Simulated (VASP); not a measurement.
Set up this calculation in VASP 6.6.1, as the native input.

| Item | Value |
| --- | --- |
| Task | relaxation of cell and atoms |
| Functional | LDA |
| Potentials or basis | VASP PAW LDA potentials, release 64 (W_sv) |
| Cutoff | 600 eV |
| k mesh | 24 × 24 × 24 |
| Occupations | fermi-dirac, width 0.1 eV |
| Spin | no spin polarisation |
| Target pressure | 7 GPa |
| Dipole correction | no |
| Further INCAR settings | ALGO = Normal; EDIFF = 1e-06; IBRION = 2; EDIFFG = -0.002; NSW = 100; ISIF = 3 |

The structure of W lies in POSCAR:

```
W
1.0
   -1.5675648139      1.5675648139      1.5675648139
    1.5675648139     -1.5675648139      1.5675648139
    1.5675648139      1.5675648139     -1.5675648139
W
1
Direct
    0.0000000000      0.0000000000      0.0000000000
```

These files were run (other wordings do the same):

INCAR

```
SYSTEM = W
PREC = Accurate ; ENCUT = 600
EDIFF = 1E-6 ; ISMEAR = -1
SIGMA = 0.1 ; LREAL = .False.
LASPH = .True. ; NELM = 80
ALGO = Normal ; ISIF = 3
LWAVE = .False. ; LCHARG = .False.
IBRION = 2 ; NSW = 100
EDIFFG = -0.002 ; PSTRESS = 70.0
```

KPOINTS

```
Automatic mesh
0
Gamma
  24 24 24
  0 0 0
```

Potentials or basis: VASP PAW LDA potentials, release 64 (W_sv).

Launch:

```bash
$ cat potpaw_LDA.64/W_sv/POTCAR > POTCAR
$ mpirun -np 1 vasp_std > vasp.out
```

Results of the run:

The relaxed volume is 15.19 Å³/atom, the relaxed cell is a = 2.702 Å, b = 2.702 Å, c = 2.702 Å, α = 109.47°, β = 109.47°, γ = 109.47° and the space group after relaxing (to 0.1 Å) is Im-3m (No. 229). The energy change on relaxing (the run minimises the enthalpy) is +6.0 meV/atom. The ionic steps are 4. The pressure after relaxing is 7.0 GPa and the band gap on the k mesh is zero (bands 7 and 8 overlap by 6.80 eV).

Caveat: the cell is relaxed towards a set pressure, so the run minimises the enthalpy, not the energy; spin-orbit coupling is left out, which moves the levels of the heavy elements.

It took 70 s on 1 thread of Intel(R) Xeon(R) Platinum 8488C (Sapphire Rapids), with other jobs on the host, peak memory 0.22 GiB.
